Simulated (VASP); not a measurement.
Input of a VASP 6.6.1 run:

The input INCAR:

```
SYSTEM = Al6Pt
PREC     = Accurate       ! precision mode
ENCUT    = 500            ! plane-wave cutoff, eV
EDIFF    = 1E-6           ! SCF threshold, eV
ISMEAR   = 0              ! smearing method
SIGMA    = 0.1            ! smearing width, eV
LREAL    = .False.        ! projectors in reciprocal space
LASPH    = .True.         ! aspherical terms in the spheres
NELM     = 120            ! most SCF steps
ALGO     = Normal         ! electronic algorithm
ISIF     = 2              ! what is computed and relaxed
LWAVE    = .False.        ! write WAVECAR
LCHARG   = .False.        ! write CHGCAR
GGA      = PE             ! functional
NBANDS   = 23             ! bands
GGA_COMPAT= .False.
```

The input KPOINTS:

```
Automatic mesh
0
Gamma
  6 6 14
  0 0 0
```

File POSCAR:

```
Al6Pt
1.0
    7.8154241952      0.0000000000      0.0000000000
   -3.9077120976      6.7683558944      0.0000000000
    0.0000000000      0.0000000000      2.7611427389
Al Pt
6 1
Direct
    0.3313012839      0.0000000000      0.0000000000
    0.0000000000      0.3313012839      0.0000000000
    0.6686987161      0.6686987161      0.0000000000
    0.6686987161      0.0000000000      0.0000000000
    0.0000000000      0.6686987161      0.0000000000
    0.3313012839      0.3313012839      0.0000000000
    0.0000000000      0.0000000000      0.5000000000
```

Potentials or basis: VASP PAW PBE potentials, release 64 (Al, Pt).

Command:

```sh
$ cat potpaw_PBE.64/Al/POTCAR potpaw_PBE.64/Pt/POTCAR > POTCAR
$ mpirun -np 1 vasp_std > vasp.out
```

Question: Predict the largest force.

Answer: 0.006 eV/Å.

Question: Estimate the band gap on the k mesh.

Answer: Zero (bands 14 and 15 overlap by 2.25 eV).

Forces in eV/Å, atoms in the order of the input:
```
Al  -0.006  0.000  0.000
Al   0.003 -0.005  0.000
Al   0.003  0.005  0.000
Al   0.006  0.000  0.000
Al  -0.003  0.005  0.000
Al  -0.003 -0.005  0.000
Pt   0.000  0.000  0.000
```

Caveat: spin-orbit coupling is left out, which moves the levels of the heavy elements.
